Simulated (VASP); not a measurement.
# BP (F-43m) in VASP: a series of runs, part 2 of 2

VASP 6.6.1. Earlier steps stand in the parts before.

## 4. Single point, PBE0

This run uses another cell than the first one, of 11.67 Å³/atom.

File POSCAR:

```
BP
1.0
    0.0000000000      2.2683154741      2.2683154741
    2.2683154741      0.0000000000      2.2683154741
    2.2683154741      2.2683154741      0.0000000000
B P
1 1
Direct
    0.0000000000      0.0000000000      0.0000000000
    0.2500000000      0.2500000000      0.2500000000
```

File INCAR.step1:

```
SYSTEM = BP
PREC = Accurate
ENCUT = 520
EDIFF = 1E-5
ISMEAR = 0
SIGMA = 0.01
LREAL = .FALSE.
LASPH = .TRUE.
NELM = 80
ALGO = Normal
ISIF = 2
LWAVE = .TRUE.
NBANDS = 11
GGA = PE
```

File INCAR.step2:

```
SYSTEM = BP
PREC = Accurate
ENCUT = 520
EDIFF = 1E-7
ISMEAR = 0
SIGMA = 0.01
LREAL = .FALSE.
LASPH = .TRUE.
NELM = 80
ALGO = Normal
ISIF = 2
LWAVE = .FALSE.
LCHARG = .TRUE.
GGA = PE
LHFCALC = .TRUE.
AEXX = 0.25
PRECFOCK = Normal
LELF = .TRUE.
LVHAR = .TRUE.
NBANDS = 11
ISTART = 1
```

File KPOINTS:

```
regular mesh
0
G
  6 6 6
  0 0 0
```

Potentials or basis: VASP PAW PBE potentials, release 64 (B, P).

The run is started by

```sh
$ cat potpaw_PBE.64/B/POTCAR potpaw_PBE.64/P/POTCAR > POTCAR
$ cp INCAR.step1 INCAR
$ mpirun -np 1 vasp_std > vasp.out
$ cp INCAR.step2 INCAR
$ mpirun -np 1 vasp_std > vasp.out
```

OUTCAR:

```text
SYSTEM = BP
   PREC = Accurate
   ENCUT = 520
   EDIFF = 1E-7
   ISMEAR = 0
   LREAL = .FALSE.
   LASPH = .TRUE.
   NELM = 80
   ISIF = 2
   GGA = PE
   LHFCALC = .TRUE.
   AEXX = 0.25
   PRECFOCK = Normal
   ISTART = 1

 ion  position               nearest neighbor table
   1  0.000  0.000  0.000-   2 1.96   2 1.96   2 1.96   2 1.96
   2  0.250  0.250  0.250-   1 1.96   1 1.96   1 1.96   1 1.96

  LATTYP: Found a face centered cubic cell.
 ALAT       =     4.5366309482

  Lattice vectors:

 A1 = (   0.0000000000,   2.2683154741,   2.2683154741)
 A2 = (   2.2683154741,   0.0000000000,   2.2683154741)
 A3 = (   2.2683154741,   2.2683154741,   0.0000000000)

Analysis of symmetry for initial positions (statically):
=====================================================================
 Subroutine PRICEL returns:
 Original cell was already a primitive cell.

 Routine SETGRP: Setting up the symmetry group for a
 face centered cubic supercell.

 Subroutine GETGRP returns: Found 24 space group operations
 (whereof 24 operations were pure point group operations)
 out of a pool of 48 trial point group operations.

The static configuration has the point symmetry T_d .

Analysis of symmetry for dynamics (positions and initial velocities):
=====================================================================
 Subroutine PRICEL returns:
 Original cell was already a primitive cell.

 Routine SETGRP: Setting up the symmetry group for a
 face centered cubic supercell.

 Subroutine GETGRP returns: Found 24 space group operations
 (whereof 24 operations were pure point group operations)
 out of a pool of 48 trial point group operations.

The dynamic configuration has the point symmetry T_d .

 Subroutine INISYM returns: Found 24 space group operations
 (whereof 24 operations are pure point group operations),
 and found     1 'primitive' translations

----------------------------------------------------------------------------------------
[... 119 lines left out ...]
   ENCUTFOCK=  -1.0 apply spherical cutoff to Coloumb kernel
   IVDW    =     0    specifies the selected vdW correction
   LEPSILON=     F    determine dielectric tensor
   LRPA    =     F    only Hartree local field effects (RPA)
 non-spin polarized calculation
 Gauss-broadening in eV      SIGMA  =   0.01
  energy-cutoff  :      520.00
  volume of cell :       23.34
 maximum number of plane-waves:       636
  NGX = 18; NGY = 18; NGZ = 18

 number of electron       8.0000000 magnetization

 Free energy of the ion-electron system (eV)
  ---------------------------------------------------
  ext. energy  EPLUGINS =         0.00000000
  ---------------------------------------------------
  free energy    TOTEN  =       -15.77356149 eV

  energy without entropy =      -15.77356149  energy(sigma->0) =      -15.77356149

 E-fermi :   6.7306     XC(G=0):  -8.6089

 val. band max:        6.6558357463   @ k =   0.0000   0.0000   0.0000
 cond. band min:       9.4412608670   @ k =   0.5000   0.5000   0.0000
 fundamental gap:      2.7854251207
 Fermi energy:         6.7305608698

 k-point     1 :       0.0000    0.0000    0.0000
  band No.  band energies     occupation
      1     -10.5207      2.00000
      2       6.6558      2.00000
      3       6.6558      2.00000
      4       6.6558      2.00000
      5      11.7078      0.00000
      6      11.7078      0.00000
      7      11.7078      0.00000
      8      16.1037      0.00000
      9      20.0104      0.00000
     10      20.8609      0.00000
     11      20.8609      0.00000
[... 197 lines left out ...]
 k-point    16 :      -0.3333    0.5000    0.1667
  band No.  band energies     occupation
      1      -4.8989      2.00000
      2      -2.6010      2.00000
      3       0.8132      2.00000
      4       0.9490      2.00000
      5      12.1340      0.00000
      6      12.7791      0.00000
      7      17.9416      0.00000
      8      18.5989      0.00000
      9      21.9904      0.00000
     10      25.3136      0.00000
     11      25.6022      0.00000

------------------------ aborting loop because EDIFF is reached ----------------------------------------

  FORCE on cell =-STRESS in cart. coord.  units (eV):
  Direction    XX          YY          ZZ          XY          YZ          ZX
  --------------------------------------------------------------------------------------
  -------------------------------------------------------------------------------------
  Total       -0.2968482     -0.2968482     -0.2968482      0.0000000     -0.0000000      0.0000000
  in kB      -20.3753314    -20.3753314    -20.3753314      0.0000000     -0.0000000      0.0000000
  external PRESSURE =     -20.3753314 kB  Pullay stress =       0.0000000 kB

 VOLUME and BASIS-vectors are now :
 -----------------------------------------------------------------------------
  energy-cutoff  :      520.00
  volume of cell :       23.34
      direct lattice vectors                 reciprocal lattice vectors
     0.000000000  2.268315474  2.268315474    -0.220427893  0.220427893  0.220427893
     2.268315474  0.000000000  2.268315474     0.220427893 -0.220427893  0.220427893
     2.268315474  2.268315474  0.000000000     0.220427893  0.220427893 -0.220427893

 POSITION                                       TOTAL-FORCE (eV/Angst)
 -----------------------------------------------------------------------------------
      0.00000      0.00000      0.00000        -0.000000     -0.000000     -0.000000
      1.13416      1.13416      1.13416         0.000000      0.000000      0.000000
 -----------------------------------------------------------------------------------
    total drift:                                0.000000      0.000000      0.000000

  FREE ENERGIE OF THE ION-ELECTRON SYSTEM (eV)
  ---------------------------------------------------
  free  energy   TOTEN  =       -15.7735614871 eV

  energy  without entropy=      -15.7735614871  energy(sigma->0) =      -15.77356149
```

OUTCAR.step1:

```text
SYSTEM = BP
   PREC = Accurate
   ENCUT = 520
   EDIFF = 1E-5
   ISMEAR = 0
   LREAL = .FALSE.
   LASPH = .TRUE.
[... 434 lines left out ...]
      0.00000      0.00000      0.00000         0.000000      0.000000      0.000000
      1.13416      1.13416      1.13416        -0.000000     -0.000000     -0.000000
 -----------------------------------------------------------------------------------
    total drift:                                0.000000      0.000000      0.000000

  FREE ENERGIE OF THE ION-ELECTRON SYSTEM (eV)
  ---------------------------------------------------
  free  energy   TOTEN  =       -12.9131817182 eV

  energy  without entropy=      -12.9131817182  energy(sigma->0) =      -12.91318172
```

OSZICAR.step1:

```text
N       E                     dE             d eps       ncg     rms          rms(c)
DAV:   1     0.979118937299E+01    0.97912E+01   -0.38899E+03   352   0.645E+02
DAV:   2    -0.129588299261E+02   -0.22750E+02   -0.21465E+02   500   0.110E+02
DAV:   3    -0.136255046170E+02   -0.66667E+00   -0.66467E+00   444   0.155E+01
DAV:   4    -0.136280464197E+02   -0.25418E-02   -0.25416E-02   385   0.120E+00
DAV:   5    -0.136280592340E+02   -0.12814E-04   -0.12814E-04   438   0.849E-02    0.722E+00
DAV:   6    -0.130127656557E+02    0.61529E+00   -0.13990E+00   394   0.512E+00    0.389E+00
DAV:   7    -0.129205556945E+02    0.92210E-01   -0.23378E-01   436   0.241E+00    0.134E+00
DAV:   8    -0.129126331788E+02    0.79225E-02   -0.27041E-02   408   0.941E-01    0.194E-01
DAV:   9    -0.129129661490E+02   -0.33297E-03   -0.71485E-04   406   0.180E-01    0.126E-01
DAV:  10    -0.129131694914E+02   -0.20334E-03   -0.24799E-04   407   0.994E-02    0.277E-02
DAV:  11    -0.129131807025E+02   -0.11211E-04   -0.12742E-05   418   0.230E-02    0.340E-02
DAV:  12    -0.129131817182E+02   -0.10156E-05   -0.46219E-06   203   0.107E-02
   1 F= -.12913182E+02 E0= -.12913182E+02  d E =-.379524E-73
```

Run time: 8.5 min. Hardware: 1 thread of Intel Xeon Platinum 8259CL at 2.50GHz (Skylake/Cascade Lake), shared host; peak memory 0.14 GiB.

What came out:

```yaml
Free_energy: -15.7736 eV
Pressure: -2.0 GPa
Band_gap_on_the_k_mesh: 2.79 eV (least direct gap 5.05 eV)
```

Levels at points of the mesh, in eV from the valence-band top:
```
           k point  band 2  band 3  band 4  band 5  band 6  band 7
(0.00, 0.00, 0.00)    0.00    0.00    0.00    5.05    5.05    5.05
(0.50, 0.00, 0.00)  -10.08   -1.96   -1.96    5.48    6.46    6.46
(0.50, 0.50, 0.00)   -9.65   -4.56   -4.56    2.79    3.13   14.61
```

Caveat: the PAW data sets were made with another functional, which shifts forces and pressure a little. A k mesh can miss the band edges.

## 5. Overview

```tsv
level	cell	smearing	screening parameter	gap on the mesh (eV)	pressure (GPa)
HSE06	a = 3.200 Å, angles 60.0°, 2 atoms	fermi-dirac 0.02 eV	0.2079 1/Å	2.04	-0.6
HSE06	a = 3.208 Å, angles 60.0°, 2 atoms	gaussian 0.01 eV	0.2079 1/Å	2.06	-1.9
PBE0	a = 3.208 Å, angles 60.0°, 2 atoms	gaussian 0.01 eV	-	2.79	-2.0
```

Alike in all rows: task single point; potentials or basis VASP PAW PBE potentials, release 64 (B, P); no spin polarisation; k mesh 6 × 6 × 6; cutoff (eV) 520.

Caveats: the PAW data sets were made with another functional, which shifts forces and pressure a little.

Total energies depend on the potentials used, so only differences within one code and one set of settings carry meaning.
